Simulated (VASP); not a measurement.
# Nb3Sn (Pm-3n) in VASP: relaxation of cell and atoms with PBEsol

Aim: the relaxation of cell and atoms of Nb3Sn with PBEsol.

All numbers are computed with VASP 6.6.1; they aren't measurements. Logs are shortened: lines on timing, memory, paths and dates and some standing lists are left out, and cuts for length are marked.

## (1) The cell of the first run

The structure is cubic, space group Pm-3n (No. 223). Conventional cell: a = 5.282 Å, b = 5.282 Å, c = 5.282 Å, α = 90.00°, β = 90.00°, γ = 90.00°. Within 3.5 Å of Nb (site symmetry -4m2) lie 10 Nb at 2.64 to 3.23 Å and 4 Sn at 2.95 Å. Sn (site symmetry m-3) has 12 Nb at 2.95 Å within 3.9 Å.

## (2) Relaxation of cell and atoms, PBEsol

INCAR reads:

```
SYSTEM = Nb3Sn
PREC     = Accurate       ! precision mode
ENCUT    = 600            ! plane-wave cutoff, eV
EDIFF    = 1E-6           ! SCF threshold, eV
ISMEAR   = 0              ! smearing method
SIGMA    = 0.1            ! smearing width, eV
LREAL    = .False.        ! projectors in reciprocal space
LASPH    = .True.         ! aspherical terms in the spheres
NELM     = 100            ! most SCF steps
ALGO     = Normal         ! electronic algorithm
ISIF     = 3              ! what is computed and relaxed
LWAVE    = .False.        ! write WAVECAR
LCHARG   = .False.        ! write CHGCAR
GGA      = PS             ! functional
IBRION   = 2              ! ionic algorithm
NSW      = 100            ! ionic steps
EDIFFG   = -0.005         ! ionic threshold
```

KPOINTS reads:

```
regular mesh
0
Gamma
  8 8 8
  0 0 0
```

POSCAR reads:

```
Nb3Sn
1.0
    5.2821000000      0.0000000000      0.0000000000
    0.0000000000      5.2821000000      0.0000000000
    0.0000000000      0.0000000000      5.2821000000
Nb Sn
6 2
Direct
    0.2500000000      0.0000000000      0.5000000000
    0.5000000000      0.7500000000      0.0000000000
    0.7500000000      0.0000000000      0.5000000000
    0.5000000000      0.2500000000      0.0000000000
    0.0000000000      0.5000000000      0.7500000000
    0.0000000000      0.5000000000      0.2500000000
    0.0000000000      0.0000000000      0.0000000000
    0.5000000000      0.5000000000      0.5000000000
```

Potentials or basis: VASP PAW PBE potentials, release 64 (Nb_sv, Sn_d).

On the command line:

```
> cat potpaw_PBE.64/Nb_sv/POTCAR potpaw_PBE.64/Sn_d/POTCAR > POTCAR
> mpirun -np 1 vasp_std > vasp.out
```

OUTCAR:

```text
SYSTEM = Nb3Sn
   PREC = Accurate
   ENCUT = 600
   EDIFF = 1E-6
   ISMEAR = 0
   LREAL = .False.
   LASPH = .True.
   NELM = 100
   ISIF = 3
   GGA = PS
   IBRION = 2
   NSW = 100
   EDIFFG = -0.005

 ion  position               nearest neighbor table
   1  0.250  0.000  0.500-   3 2.64   3 2.64   8 2.95   7 2.95   8 2.95   7 2.95
   2  0.500  0.750  0.000-   4 2.64   4 2.64   8 2.95   8 2.95   7 2.95   7 2.95
   3  0.750  0.000  0.500-   1 2.64   1 2.64   8 2.95   7 2.95   8 2.95   7 2.95
   4  0.500  0.250  0.000-   2 2.64   2 2.64   8 2.95   8 2.95   7 2.95   7 2.95
   5  0.000  0.500  0.750-   6 2.64   6 2.64   8 2.95   7 2.95   7 2.95   8 2.95
   6  0.000  0.500  0.250-   5 2.64   5 2.64   8 2.95   7 2.95   7 2.95   8 2.95
   7  0.000  0.000  0.000-   1 2.95   2 2.95   3 2.95   4 2.95   5 2.95   6 2.95   1 2.95   3 2.95
                             5 2.95   6 2.95   2 2.95   4 2.95
   8  0.500  0.500  0.500-   1 2.95   2 2.95   3 2.95   4 2.95   5 2.95   6 2.95   2 2.95   4 2.95
                             1 2.95   3 2.95   5 2.95   6 2.95

  LATTYP: Found a simple cubic cell.
 ALAT       =     5.2821000000

  Lattice vectors:

 A1 = (   5.2821000000,   0.0000000000,   0.0000000000)
 A2 = (   0.0000000000,   5.2821000000,   0.0000000000)
 A3 = (   0.0000000000,   0.0000000000,   5.2821000000)

Analysis of symmetry for initial positions (statically):
=====================================================================
 Subroutine PRICEL returns:
 Original cell was already a primitive cell.

 Routine SETGRP: Setting up the symmetry group for a
 simple cubic supercell.

 Subroutine GETGRP returns: Found 48 space group operations
 (whereof 24 operations were pure point group operations)
 out of a pool of 48 trial point group operations.

The static configuration has the point symmetry T_h .
 The point group associated with its full space group is O_h .

Analysis of symmetry for dynamics (positions and initial velocities):
=====================================================================
 Subroutine PRICEL returns:
 Original cell was already a primitive cell.

 Routine SETGRP: Setting up the symmetry group for a
 simple cubic supercell.

 Subroutine GETGRP returns: Found 48 space group operations
 (whereof 24 operations were pure point group operations)
 out of a pool of 48 trial point group operations.

The dynamic configuration has the point symmetry T_h .
 The point group associated with its full space group is O_h .

 Subroutine INISYM returns: Found 48 space group operations
 (whereof 24 operations are pure point group operations),
 and found     1 'primitive' translations

----------------------------------------------------------------------------------------

                                     Primitive cell

  volume of cell :     147.3737

  direct lattice vectors                    reciprocal lattice vectors
     5.282100000  0.000000000  0.000000000     0.189318642  0.000000000  0.000000000
     0.000000000  5.282100000  0.000000000     0.000000000  0.189318642  0.000000000
     0.000000000  0.000000000  5.282100000     0.000000000  0.000000000  0.189318642

  length of vectors
     5.282100000  5.282100000  5.282100000     0.189318642  0.189318642  0.189318642

  position of ions in fractional coordinates (direct lattice)
     0.250000000  0.000000000  0.500000000
     0.500000000  0.750000000  0.000000000
     0.750000000  0.000000000  0.500000000
     0.500000000  0.250000000  0.000000000
     0.000000000  0.500000000  0.750000000
     0.000000000  0.500000000  0.250000000
     0.000000000  0.000000000  0.000000000
     0.500000000  0.500000000  0.500000000

  ion indices of the primitive-cell ions
   primitive index   ion index
                 1           1
                 2           2
                 3           3
                 4           4
                 5           5
                 6           6
                 7           7
                 8           8

----------------------------------------------------------------------------------------

 KPOINTS: regular mesh

Automatic generation of k-mesh.
 Grid dimensions read from file:
 generate k-points for:    8    8    8

 Generating k-lattice:

  Cartesian coordinates                     Fractional coordinates (reciprocal lattice)
     0.023664830  0.000000000  0.000000000     0.125000000  0.000000000  0.000000000
     0.000000000  0.023664830  0.000000000     0.000000000  0.125000000  0.000000000
     0.000000000  0.000000000  0.023664830     0.000000000  0.000000000  0.125000000

  Length of vectors
     0.023664830  0.023664830  0.023664830

  Shift w.r.t. Gamma in fractional coordinates (k-lattice)
     0.000000000  0.000000000  0.000000000

 Subroutine IBZKPT returns following result:
 ===========================================

 Found     35 irreducible k-points:

 Following reciprocal coordinates:
            Coordinates               Weight
  0.000000  0.000000  0.000000      1.000000
  0.125000  0.000000  0.000000      6.000000
  0.250000  0.000000  0.000000      6.000000
  0.375000  0.000000  0.000000      6.000000
  0.500000  0.000000  0.000000      3.000000
  0.125000  0.125000  0.000000     12.000000
[... 16 lines left out ...]
  0.375000  0.375000  0.125000     24.000000
  0.500000  0.375000  0.125000     24.000000
 [... further k-points ...]
   k-points           NKPTS =     35   k-points in BZ     NKDIM =     35   number of bands    NBANDS=     63
   number of dos      NEDOS =    301   number of ions     NIONS =      8
   total plane-waves  NPLWV =  74088
   dimension x,y,z NGX =    42 NGY =   42 NGZ =   42
   dimension x,y,z NGXF=    84 NGYF=   84 NGZF=   84
   ions per type =               6   2
   NGX,Y,Z   is equivalent  to a cutoff of  13.22, 13.22, 13.22 a.u.
   NGXF,Y,Z  is equivalent  to a cutoff of  26.44, 26.44, 26.44 a.u.
 SYSTEM =  Nb3Sn
   PREC   = accura    normal or accurate (medium, high low for compatibility)
   ISTART =      0    job   : 0-new  1-cont  2-samecut
   ICHARG =      2    charge: 1-file 2-atom 10-const
   ISPIN  =      1    spin polarized calculation?
   LNONCOLLINEAR =      F non collinear calculations
   LSORBIT =      F    spin-orbit coupling
   LASPH  =      T    aspherical Exc in radial PAW
   ENCUT  =  600.0 eV  44.10 Ry    6.64 a.u.  10.55 10.55 10.55*2*pi/ulx,y,z
   NELM   =    100;   NELMIN=  2; NELMDL= -5     # of ELM steps
   EDIFF  = 0.1E-05   stopping-criterion for ELM
   LREAL  =      F    real-space projection
   EDIFFG = -.5E-02   stopping-criterion for IOM
   NSW    =    100    number of steps for IOM
   IBRION =      2    ionic relax: 0-MD 1-quasi-New 2-CG
   NFREE  =      1    steps in history (QN), initial steepest desc. (CG)
   ISIF   =      3    stress and relaxation
   ISYM   =      2    0-nonsym 1-usesym 2-fastsym
   POTIM  = 0.5000    time-step for ionic-motion
   TEBEG  =    0.0;   TEEND  =   0.0 temperature during run
   PSTRESS=    0.0 pullay stress
   NELECT =     106.0000    total number of electrons
   NUPDOWN=      -1.0000    fix difference up-down
   EMIN   =  10.00;   EMAX   =-10.00  energy-range for DOS
   EFERMI =   0.00;   METHOD = LEGACY
   ISMEAR =     0;   SIGMA  =   0.10  broadening in eV -4-tet -1-fermi 0-gaus
   EFERMI_NEDOS =   21; number of points for ismear=-14 and -15
   IALGO  =     38    algorithm
   IMIX   =      4    mixing-type and parameters
     AMIX     =   0.40;   BMIX     =  1.00
     AMIX_MAG =   1.60;   BMIX_MAG =  1.00
  volume/ion in A,a.u.               =      18.42       124.32
  Fermi-wavevector in a.u.,A,eV,Ry     =   1.466798  2.771845 29.272866  2.151495
  Thomas-Fermi vector in A             =   2.582492
   LORBIT       =      0    0 simple, 1 ext, 2 COOP (PROOUT), +10 PAW based schemes
   GGA     = PS    functional components
   LHFCALC =     F    Hartree Fock is set to
   AEXX    =    0.0000 exact exchange contribution
   IVDW    =     0    specifies the selected vdW correction
   LEPSILON=     F    determine dielectric tensor
   LRPA    =     F    only Hartree local field effects (RPA)
 conjugate gradient relaxation of ions
 non-spin polarized calculation
 Gauss-broadening in eV      SIGMA  =   0.10
  energy-cutoff  :      600.00
  volume of cell :      147.37
 maximum number of plane-waves:      4950
   NGX = 21   NGY = 21   NGZ = 21

--------------------------------------- Ionic step        1  -------------------------------------------

 number of electron     106.0000023 magnetization

 Free energy of the ion-electron system (eV)
  ---------------------------------------------------
  ext. energy  EPLUGINS =         0.00000000
  ---------------------------------------------------
  free energy    TOTEN  =       -75.95299775 eV

  energy without entropy =      -75.87935685  energy(sigma->0) =      -75.91617730

------------------------ aborting loop because EDIFF is reached ----------------------------------------

  FORCE on cell =-STRESS in cart. coord.  units (eV):
  Direction    XX          YY          ZZ          XY          YZ          ZX
  --------------------------------------------------------------------------------------
  -------------------------------------------------------------------------------------
  Total       -2.2553440     -2.2553440     -2.2553440     -0.0000000      0.0000000      0.0000000
  in kB      -24.5190431    -24.5190431    -24.5190431     -0.0000000      0.0000000      0.0000000
  external PRESSURE =     -24.5190431 kB  Pullay stress =       0.0000000 kB
[... 69 lines left out ...]
  energy  without entropy=      -75.8385695829  energy(sigma->0) =      -75.87460069

--------------------------------------- Ionic step        3  -------------------------------------------

 number of electron     106.0000020 magnetization

 Free energy of the ion-electron system (eV)
  ---------------------------------------------------
  ext. energy  EPLUGINS =         0.00000000
  ---------------------------------------------------
  free energy    TOTEN  =       -75.96922616 eV

  energy without entropy =      -75.89604127  energy(sigma->0) =      -75.93263372

 E-fermi :  11.5034     XC(G=0): -12.5716

 val. band max:       11.5017489895   @ k =   0.3750   0.1250   0.0000
 cond. band min:      11.5036463759   @ k =   0.1250   0.1250   0.0000
 fundamental gap:      0.0018973863
 Fermi energy:        11.5034270084

 k-point     1 :       0.0000    0.0000    0.0000
  band No.  band energies     occupation
      1     -42.9420      2.00000
      2     -42.8633      2.00000
      3     -42.8633      2.00000
      4     -42.6276      2.00000
      5     -42.6276      2.00000
      6     -42.6276      2.00000
[... 1573 lines left out ...]
     62      14.1269      0.00000
     63      14.2183      0.00000

 [... further k-points ...]
[... 5 lines left out ...]
  --------------------------------------------------------------------------------------
  -------------------------------------------------------------------------------------
  Total       -0.0257826     -0.0257826     -0.0257826     -0.0000000      0.0000000      0.0000000
  in kB       -0.2842993     -0.2842993     -0.2842993     -0.0000000      0.0000000      0.0000000
  external PRESSURE =      -0.2842993 kB  Pullay stress =       0.0000000 kB
[... 23 lines left out ...]
  FREE ENERGIE OF THE ION-ELECTRON SYSTEM (eV)
  ---------------------------------------------------
  free  energy   TOTEN  =       -75.9692261647 eV

  energy  without entropy=      -75.8960412658  energy(sigma->0) =      -75.93263372

 reached required accuracy - stopping structural energy minimisation
```

It took 17 min on 1 thread of Intel Xeon Platinum 8259CL at 2.50GHz (Skylake/Cascade Lake), shared host; peak memory 0.46 GiB.

What came out:

- Free energy: -75.9692 eV
- Relaxed volume: 18.16 Å³/atom
- Relaxed cell: a = 5.257 Å, b = 5.257 Å, c = 5.257 Å, α = 90.00°, β = 90.00°, γ = 90.00°
- Space group after relaxing (to 0.05 Å): Pm-3n (No. 223)
- Energy gained by relaxing: 2.0 meV/atom
- Ionic steps: 3
- Pressure after relaxing: 0.0 GPa
- Band gap on the k mesh: zero (band 53 reaches 11.72 eV, above the bottom of band 54 at 11.14 eV)

The path:
| step | energy change (eV) | largest force (eV/Å) | pressure (GPa) | volume (Å³) |
| --- | --- | --- | --- | --- |
| 1 | 0.0000 | 0.0000 | -2.45 | 147.37 |
| 2 | 0.0424 | 0.0000 | 5.00 | 141.44 |
| 3 | -0.0162 | 0.0000 | -0.03 | 145.30 |

Final structure:
```
Nb Sn
1.0
     5.25719    0.00000    0.00000
     0.00000    5.25719    0.00000
     0.00000    0.00000    5.25719
Nb Sn
6 2
Direct
  0.25000 0.00000 0.50000
  0.50000 0.75000 0.00000
  0.75000 0.00000 0.50000
  0.50000 0.25000 0.00000
  0.00000 0.50000 0.75000
  0.00000 0.50000 0.25000
  0.00000 0.00000 0.00000
  0.50000 0.50000 0.50000
```

Caveat: the PAW data sets were made with another functional, which shifts forces and pressure a little; spin-orbit coupling is left out, which moves the levels of the heavy elements.
